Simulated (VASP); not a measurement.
The system is SnSe.

```
Sn Se
1.0
    11.18687    0.00000    0.00000
     0.00000    4.10447    0.00000
     0.00000    0.00000    4.36895
Sn Se
4 4
Direct
  0.87700 0.75000 0.90900
  0.62300 0.25000 0.40900
  0.37700 0.75000 0.59100
  0.12300 0.25000 0.09100
  0.64300 0.75000 0.98400
  0.85700 0.25000 0.48400
  0.14300 0.75000 0.51600
  0.35700 0.25000 0.01600
```

Base run:

```yaml
Program: VASP 6.6.1
Functional: PBE
Dispersion: D3(BJ)
Potentials_or_basis: VASP PAW PBE potentials, release 64 (Sn_d, Se)
Cutoff: 520 eV
k_mesh: 3 × 6 × 6
Occupations: fermi-dirac, width 0.05 eV
Spin: no spin polarisation
```

Its results: band gap on the k mesh 0.53 eV (least direct gap 0.72 eV); pressure 4.0 GPa; largest force 0.735 eV/Å.

Problem. The run is repeated on the same cell with these changes: dispersion from D3(BJ) to none. What comes out?

Solution. Band gap on the k mesh 0.53 eV (least direct gap 0.72 eV); pressure 6.5 GPa; largest force 0.733 eV/Å.

Dispersion adds attraction, which lowers the pressure at fixed volume and, as a term added to the energy, leaves the levels alone.

Caveats: the cell stands under pressure; spin-orbit coupling is left out, which moves the levels of the heavy elements; an odd mesh through Γ misses points on the zone boundary, where band edges can lie.
